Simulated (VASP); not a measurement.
# MgF2 (P4_2/mnm) in VASP: a series of runs

The runs below take MgF2 through density of states, electric field gradients, with PBE.

Everything below comes from runs of VASP 6.6.1. Logs are shortened: lines on timing, memory, paths and dates and some standing lists are left out, and cuts for length are marked.

### 1 The cell of the first run

Symmetry: P4_2/mnm, No. 136, tetragonal system. The conventional cell has a = 4.621 Å, b = 4.621 Å, c = 3.016 Å, α = 90.00°, β = 90.00°, γ = 90.00°. Within 2.6 Å of Mg (site symmetry mmm) lie 6 F at 1.98 Å. F (site symmetry m2m) has 3 Mg at 1.98 Å and 1 F at 2.58 Å within 2.6 Å.

### 2 Density of states, PBE

POSCAR reads:

```
MgF2
1.0
    4.6213000000      0.0000000000      0.0000000000
    0.0000000000      4.6213000000      0.0000000000
    0.0000000000      0.0000000000      3.0159000000
Mg F
2 4
Direct
    0.0000000000      0.0000000000      0.0000000000
    0.5000000000      0.5000000000      0.5000000000
    0.3028000000      0.3028000000      0.0000000000
    0.1972000000      0.8028000000      0.5000000000
    0.6972000000      0.6972000000      0.0000000000
    0.8028000000      0.1972000000      0.5000000000
```

INCAR.step1 reads:

```
  PREC = Accurate
  ENCUT = 520
  EDIFF = 1E-6
  ISMEAR = -1
  SIGMA = 0.01
  LREAL = False
  LASPH = True
  NELM = 100
  ALGO = Normal
  ISIF = 2
  LWAVE = False
  LCHARG = True
  GGA = PE
  NBANDS = 25
```

KPOINTS.step1 reads:

```
regular mesh
0
Gamma
  6 6 8
```

INCAR.step2 reads:

```
  PREC = Accurate
  ENCUT = 520
  EDIFF = 1E-6
  ISMEAR = -5
  SIGMA = 0.01
  LREAL = False
  LASPH = True
  NELM = 100
  ALGO = Normal
  ISIF = 2
  LWAVE = False
  LCHARG = False
  GGA = PE
  LORBIT = 11
  NEDOS = 2001
  ICHARG = 11
```

KPOINTS.step2 reads:

```
regular mesh
0
Gamma
  9 9 12
```

Potentials or basis: VASP PAW PBE potentials, release 64 (Mg, F).

On the command line:

```sh
$ cat potpaw_PBE.64/Mg/POTCAR potpaw_PBE.64/F/POTCAR > POTCAR
$ cp INCAR.step1 INCAR
$ cp KPOINTS.step1 KPOINTS
$ mpirun -np 1 vasp_std > vasp.out
$ cp INCAR.step2 INCAR
$ cp KPOINTS.step2 KPOINTS
$ mpirun -np 1 vasp_std > vasp.out
```

OUTCAR:

```text
PREC = Accurate
   ENCUT = 520
   EDIFF = 1E-6
   ISMEAR = -5
   LREAL = False
   LASPH = True
   NELM = 100
   ISIF = 2
   GGA = PE
   LORBIT = 11
   ICHARG = 11

 ion  position               nearest neighbor table
   1  0.000  0.000  0.000-   3 1.98   5 1.98   4 1.98   6 1.98   4 1.98   6 1.98   2 3.60   2 3.60
                             2 3.60   2 3.60   2 3.60   2 3.60   2 3.60   2 3.60
   2  0.500  0.500  0.500-   4 1.98   6 1.98   5 1.98   3 1.98   3 1.98   5 1.98   1 3.60   1 3.60
                             1 3.60   1 3.60   1 3.60   1 3.60   1 3.60   1 3.60
   3  0.303  0.303  0.000-   1 1.98   2 1.98   2 1.98
   4  0.197  0.803  0.500-   2 1.98   1 1.98   1 1.98
   5  0.697  0.697  0.000-   1 1.98   2 1.98   2 1.98
   6  0.803  0.197  0.500-   2 1.98   1 1.98   1 1.98

  LATTYP: Found a simple tetragonal cell.
 ALAT       =     4.6213000000
 C/A-ratio  =     0.6526085733

  Lattice vectors:

 A1 = (   4.6213000000,   0.0000000000,   0.0000000000)
 A2 = (   0.0000000000,   4.6213000000,   0.0000000000)
 A3 = (   0.0000000000,   0.0000000000,   3.0159000000)

Analysis of symmetry for initial positions (statically):
=====================================================================
 Subroutine PRICEL returns:
 Original cell was already a primitive cell.

 Routine SETGRP: Setting up the symmetry group for a
 simple tetragonal supercell.

 Subroutine GETGRP returns: Found 16 space group operations
 (whereof  8 operations were pure point group operations)
 out of a pool of 16 trial point group operations.

The static configuration has the point symmetry D_2h.
 The point group associated with its full space group is D_4h.

Analysis of symmetry for dynamics (positions and initial velocities):
=====================================================================
 Subroutine PRICEL returns:
 Original cell was already a primitive cell.

 Routine SETGRP: Setting up the symmetry group for a
 simple tetragonal supercell.

 Subroutine GETGRP returns: Found 16 space group operations
 (whereof  8 operations were pure point group operations)
 out of a pool of 16 trial point group operations.

The dynamic configuration has the point symmetry D_2h.
 The point group associated with its full space group is D_4h.

 Subroutine INISYM returns: Found 16 space group operations
 (whereof  8 operations are pure point group operations),
 and found     1 'primitive' translations

----------------------------------------------------------------------------------------

                                     Primitive cell

  volume of cell :      64.4088

  direct lattice vectors                    reciprocal lattice vectors
     4.621300000  0.000000000  0.000000000     0.216389328  0.000000000  0.000000000
     0.000000000  4.621300000  0.000000000     0.000000000  0.216389328  0.000000000
     0.000000000  0.000000000  3.015900000     0.000000000  0.000000000  0.331575981

  length of vectors
     4.621300000  4.621300000  3.015900000     0.216389328  0.216389328  0.331575981

  position of ions in fractional coordinates (direct lattice)
     0.000000000  0.000000000  0.000000000
     0.500000000  0.500000000  0.500000000
     0.302800000  0.302800000  0.000000000
     0.197200000  0.802800000  0.500000000
     0.697200000  0.697200000  0.000000000
     0.802800000  0.197200000  0.500000000

  ion indices of the primitive-cell ions
   primitive index   ion index
                 1           1
                 2           2
                 3           3
                 4           4
                 5           5
                 6           6

----------------------------------------------------------------------------------------

 KPOINTS: regular mesh

Automatic generation of k-mesh.
 Grid dimensions read from file:
 generate k-points for:    9    9   12

 Generating k-lattice:

  Cartesian coordinates                     Fractional coordinates (reciprocal lattice)
     0.024043259  0.000000000  0.000000000     0.111111111  0.000000000  0.000000000
     0.000000000  0.024043259  0.000000000     0.000000000  0.111111111  0.000000000
     0.000000000  0.000000000  0.027631332     0.000000000  0.000000000  0.083333333

  Length of vectors
     0.024043259  0.024043259  0.027631332

  Shift w.r.t. Gamma in fractional coordinates (k-lattice)
     0.000000000  0.000000000  0.000000000

 TETIRR: Found   1446 inequivalent tetrahedra from     5832

 Subroutine IBZKPT returns following result:
 ===========================================

 Found    105 irreducible k-points:

 Following reciprocal coordinates:
            Coordinates               Weight
  0.000000  0.000000  0.000000      1.000000
  0.111111  0.000000  0.000000      4.000000
  0.222222  0.000000  0.000000      4.000000
  0.333333  0.000000  0.000000      4.000000
  0.444444  0.000000  0.000000      4.000000
  0.111111  0.111111  0.000000      4.000000
[... 16 lines left out ...]
  0.333333  0.111111  0.083333     16.000000
  0.444444  0.111111  0.083333     16.000000
 [... further k-points ...]
   k-points           NKPTS =    105   k-points in BZ     NKDIM =    105   number of bands    NBANDS=     20
   number of dos      NEDOS =   2001   number of ions     NIONS =      6
   total plane-waves  NPLWV =  31104
   dimension x,y,z NGX =    36 NGY =   36 NGZ =   24
   dimension x,y,z NGXF=    72 NGYF=   72 NGZF=   48
   ions per type =               2   4
   NGX,Y,Z   is equivalent  to a cutoff of  12.95, 12.95, 13.23 a.u.
   NGXF,Y,Z  is equivalent  to a cutoff of  25.90, 25.90, 26.46 a.u.
 SYSTEM =  unknown system
   PREC   = accura    normal or accurate (medium, high low for compatibility)
   ISTART =      0    job   : 0-new  1-cont  2-samecut
   ICHARG =     11    charge: 1-file 2-atom 10-const
   ISPIN  =      1    spin polarized calculation?
   LNONCOLLINEAR =      F non collinear calculations
   LSORBIT =      F    spin-orbit coupling
   LASPH  =      T    aspherical Exc in radial PAW
   ENCUT  =  520.0 eV  38.22 Ry    6.18 a.u.   8.59  8.59  5.61*2*pi/ulx,y,z
   NELM   =    100;   NELMIN=  2; NELMDL=  0     # of ELM steps
   EDIFF  = 0.1E-05   stopping-criterion for ELM
   LREAL  =      F    real-space projection
   EDIFFG = 0.1E-04   stopping-criterion for IOM
   NSW    =      0    number of steps for IOM
   IBRION =     -1    ionic relax: 0-MD 1-quasi-New 2-CG
   NFREE  =      0    steps in history (QN), initial steepest desc. (CG)
   ISIF   =      2    stress and relaxation
   ISYM   =      2    0-nonsym 1-usesym 2-fastsym
   POTIM  = 0.5000    time-step for ionic-motion
   TEBEG  =    0.0;   TEEND  =   0.0 temperature during run
   PSTRESS=    0.0 pullay stress
   NELECT =      32.0000    total number of electrons
   NUPDOWN=      -1.0000    fix difference up-down
   EMIN   =  10.00;   EMAX   =-10.00  energy-range for DOS
   EFERMI =   0.00;   METHOD = LEGACY
   ISMEAR =    -5;   SIGMA  =   0.01  broadening in eV -4-tet -1-fermi 0-gaus
   EFERMI_NEDOS =   21; number of points for ismear=-14 and -15
   IALGO  =     38    algorithm
   IMIX   =      4    mixing-type and parameters
     AMIX     =   0.40;   BMIX     =  1.00
     AMIX_MAG =   1.60;   BMIX_MAG =  1.00
  volume/ion in A,a.u.               =      10.73        72.44
  Fermi-wavevector in a.u.,A,eV,Ry     =   1.296611  2.450240 22.874119  1.681200
  Thomas-Fermi vector in A             =   2.428056
   LORBIT       =     11    0 simple, 1 ext, 2 COOP (PROOUT), +10 PAW based schemes
   GGA     = PE    functional components
   LHFCALC =     F    Hartree Fock is set to
   AEXX    =    0.0000 exact exchange contribution
   IVDW    =     0    specifies the selected vdW correction
   LEPSILON=     F    determine dielectric tensor
   LRPA    =     F    only Hartree local field effects (RPA)
 non-spin polarized calculation
 Fermi weights with tetrahedron method with Bloechl corrections
  energy-cutoff  :      520.00
  volume of cell :       64.41
 maximum number of plane-waves:      1764
 NGX is ok and might be reduce to    36

 number of electron      32.0000021 magnetization

 Free energy of the ion-electron system (eV)
  ---------------------------------------------------
  ext. energy  EPLUGINS =         0.00000000
  ---------------------------------------------------
  free energy    TOTEN  =       -31.48116624 eV

  energy without entropy =      -31.48116624  energy(sigma->0) =      -31.48116624

 E-fermi :  -1.1144     XC(G=0):  -9.7929

 val. band max:       -1.1315096561   @ k =   0.0000   0.0000   0.0000
 cond. band min:       6.0730894182   @ k =   0.0000   0.0000   0.0000
 fundamental gap:      7.2045990743
 Fermi energy:        -1.1143959962

 k-point     1 :       0.0000    0.0000    0.0000
  band No.  band energies     occupation
      1     -21.9331      2.00000
      2     -21.1148      2.00000
      3     -21.1148      2.00000
      4     -21.0143      2.00000
      5      -5.2727      2.00000
      6      -3.6906      2.00000
[... 12 lines left out ...]
     19      11.2375      0.00000
     20      12.7903      0.00000

 k-point     2 :       0.1111    0.0000    0.0000
  band No.  band energies     occupation
      1     -21.9132      2.00000
      2     -21.1593      2.00000
      3     -21.1092      2.00000
      4     -20.9995      2.00000
      5      -5.2256      2.00000
      6      -3.6777      2.00000
[... 12 lines left out ...]
     19      11.3179      0.00000
     20      12.8468      0.00000

 k-point     3 :       0.2222    0.0000    0.0000
  band No.  band energies     occupation
      1     -21.8536      2.00000
      2     -21.2550      2.00000
      3     -21.0924      2.00000
      4     -20.9874      2.00000
      5      -5.0924      2.00000
      6      -3.7772      2.00000
[... 12 lines left out ...]
     19      11.5509      0.00000
     20      12.9181      0.00000

 k-point     4 :       0.3333    0.0000    0.0000
  band No.  band energies     occupation
      1     -21.7608      2.00000
      2     -21.3766      2.00000
      3     -21.0676      2.00000
      4     -20.9927      2.00000
      5      -4.8934      2.00000
      6      -4.0834      2.00000
[... 12 lines left out ...]
     19      11.9058      0.00000
     20      12.8862      0.00000

 k-point     5 :       0.4444    0.0000    0.0000
  band No.  band energies     occupation
      1     -21.6424      2.00000
      2     -21.5101      2.00000
      3     -21.0387      2.00000
      4     -21.0120      2.00000
      5      -4.6506      2.00000
      6      -4.3779      2.00000
[... 12 lines left out ...]
     19      12.3171      0.00000
     20      12.6790      0.00000
[... 353 lines left out ...]
      6      -3.6320      2.00000
[... 12 lines left out ...]
     19      11.2379      0.00000
     20      13.0155      0.00000

 k-point    22 :       0.2222    0.1111    0.0833
  band No.  band energies     occupation
      1     -21.8116      2.00000
      2     -21.2492      2.00000
      3     -21.1068      2.00000
      4     -20.9896      2.00000
      5      -5.0104      2.00000
      6      -3.8032      2.00000
[... 12 lines left out ...]
     19      11.4645      0.00000
     20      13.0714      0.00000

 k-point    23 :       0.3333    0.1111    0.0833
  band No.  band energies     occupation
      1     -21.7229      2.00000
      2     -21.3602      2.00000
      3     -21.0823      2.00000
      4     -20.9997      2.00000
      5      -4.8221      2.00000
      6      -4.0710      2.00000
[... 12 lines left out ...]
     19      11.8207      0.00000
     20      12.9710      0.00000

 k-point    24 :       0.4444    0.1111    0.0833
  band No.  band energies     occupation
      1     -21.6103      2.00000
      2     -21.4851      2.00000
      3     -21.0520      2.00000
      4     -21.0224      2.00000
      5      -4.5933      2.00000
      6      -4.3395      2.00000
[... 12 lines left out ...]
     19      12.2503      0.00000
     20      12.6700      0.00000

 [... further k-points ...]
[... 5 lines left out ...]
  --------------------------------------------------------------------------------------
  -------------------------------------------------------------------------------------
  Total        1.8944054      1.8944054      2.6756146      0.0000000      0.0000000      0.0000000
  in kB       47.1235766     47.1235766     66.5562557      0.0000000      0.0000000      0.0000000
  external PRESSURE =      53.6011363 kB  Pullay stress =       0.0000000 kB

 VOLUME and BASIS-vectors are now :
 -----------------------------------------------------------------------------
  energy-cutoff  :      520.00
  volume of cell :       64.41
      direct lattice vectors                 reciprocal lattice vectors
     4.621300000  0.000000000  0.000000000     0.216389328  0.000000000  0.000000000
     0.000000000  4.621300000  0.000000000     0.000000000  0.216389328  0.000000000
     0.000000000  0.000000000  3.015900000     0.000000000  0.000000000  0.331575981

 POSITION                                       TOTAL-FORCE (eV/Angst)
 -----------------------------------------------------------------------------------
      0.00000      0.00000      0.00000        -0.000000      0.000000      0.000000
      2.31065      2.31065      1.50795        -0.000000      0.000000      0.000000
      1.39933      1.39933      0.00000        -0.037587     -0.037587     -0.000000
      0.91132      3.70998      1.50795         0.037587     -0.037587     -0.000000
      3.22197      3.22197      0.00000         0.037587      0.037587      0.000000
      3.70998      0.91132      1.50795        -0.037587      0.037587      0.000000
 -----------------------------------------------------------------------------------
    total drift:                                0.000000      0.000000     -0.000000

  FREE ENERGIE OF THE ION-ELECTRON SYSTEM (eV)
  ---------------------------------------------------
  free  energy   TOTEN  =       -31.4811662365 eV

  energy  without entropy=      -31.4811662365  energy(sigma->0) =      -31.48116624

 total charge

# of ion       s       p       d       tot
------------------------------------------
    1        0.127   0.163   0.081   0.371
    2        0.127   0.163   0.081   0.371
    3        1.731   4.437   0.000   6.168
    4        1.731   4.437   0.000   6.168
    5        1.731   4.437   0.000   6.168
    6        1.731   4.437   0.000   6.168
--------------------------------------------------
tot          7.180  18.072   0.161  25.413
```

It took 87 s on 1 thread of Intel Xeon Platinum 8375C at 2.90GHz (Ice Lake), shared host; peak memory 0.24 GiB.

What came out:

- Valence electrons inside the program's atomic spheres: Mg 0.37; F 6.17

Levels at points of the mesh, in eV from the valence-band top:
```tsv
k point	band 12	band 13	band 14	band 15	band 16	band 17	band 18	band 19	band 20
(0.00, 0.00, 0.00)	-1.22	-0.72	-0.33	-0.33	0.00	7.20	12.37	12.37	13.92
(0.00, 0.00, 0.50)	-1.47	-1.17	-1.17	-0.87	-0.87	12.01	12.01	15.11	15.12
```

(Part 1 of 2 ends here.)
